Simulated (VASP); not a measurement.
## Zn2SnO3: single point with PBE

The system is Zn2SnO3.

```xyz
12
Lattice="5.1975 -2.8398 0.0000 5.1975 2.8398 0.0000 0.0000 0.0000 5.7631" Properties=species:S:1:pos:R:3 pbc="T T T"
Zn    6.9697    1.0042    5.7455
Zn    3.4253    1.0042    5.7455
Zn    6.9697   -1.0042    2.8639
Zn    3.4253   -1.0042    2.8639
Sn    5.1975    1.5803    2.9782
Sn    5.1975   -1.5803    0.0966
O     7.1383    0.8295    1.9852
O     3.2566    0.8295    1.9852
O     5.1975   -1.9978    2.7284
O     7.1383   -0.8295    4.8668
O     3.2566   -0.8295    4.8668
O     5.1975    1.9978    5.6100
```

```json
{
  "Program": "VASP 6.6.1",
  "Task": "single point",
  "Functional": "PBE",
  "Potentials or basis": "VASP PAW PBE potentials, release 64 (Zn, Sn_d, O)",
  "Cutoff": "520 eV",
  "k mesh": "6 × 6 × 6",
  "Occupations": "gaussian, width 0.01 eV",
  "Spin": "no spin polarisation",
  "Dipole correction": "no",
  "Further INCAR settings": "ALGO = Normal; EDIFF = 1e-07; NBANDS = 68"
}
```

| Item | Value |
| --- | --- |
| Pressure | 0.6 GPa |
| Largest force | 0.045 eV/Å |
| Band gap on the k mesh | 1.41 eV (least direct gap 1.54 eV) |

Forces in eV/Å, atoms in the order of the input:
```
Zn  -0.011 -0.006 -0.002
Zn   0.011 -0.006 -0.002
Zn  -0.011  0.006 -0.002
Zn   0.011  0.006 -0.002
Sn   0.000 -0.037  0.026
Sn   0.000  0.037  0.026
O   -0.022  0.000 -0.004
O    0.022  0.000 -0.004
O    0.000  0.008 -0.015
O   -0.022  0.000 -0.004
O    0.022  0.000 -0.004
O    0.000 -0.008 -0.015
```

Stress tensor (GPa, compression positive):
```
0.55 0.00 0.00
0.00 0.64 0.00
0.00 0.00 0.50
```

Levels at points of the mesh, in eV from the valence-band top:
| k point | band 52 | band 53 | band 54 | band 55 | band 56 | band 57 | band 58 | band 59 | band 60 | band 61 |
| --- | --- | --- | --- | --- | --- | --- | --- | --- | --- | --- |
| (0.00, 0.00, 0.00) | -2.08 | -1.55 | -1.54 | -1.45 | -0.17 | 2.74 | 3.30 | 3.62 | 4.26 | 4.38 |
| (0.50, 0.00, 0.00) | -2.10 | -1.96 | -1.85 | -0.49 | -0.15 | 2.32 | 2.51 | 3.04 | 3.52 | 3.81 |
| (0.50, 0.50, 0.00) | -2.14 | -1.91 | -1.65 | -0.66 | -0.13 | 1.41 | 3.35 | 4.03 | 4.36 | 4.64 |
| (0.00, 0.00, 0.50) | -1.88 | -1.84 | -1.84 | -0.60 | -0.60 | 2.71 | 2.71 | 3.77 | 3.77 | 4.71 |
| (0.50, 0.00, 0.50) | -2.36 | -2.22 | -2.22 | -0.23 | -0.23 | 1.94 | 1.94 | 2.95 | 2.95 | 4.54 |
| (0.50, 0.50, 0.50) | -2.30 | -2.13 | -2.13 | -0.48 | -0.48 | 2.65 | 2.65 | 2.88 | 2.88 | 4.33 |

Wall time 22 min on 1 thread of Intel Xeon 8259CL (shared host), peak memory 0.63 GiB.

Caveat: spin-orbit coupling is left out, which moves the levels of the heavy elements. A k mesh can miss the band edges.
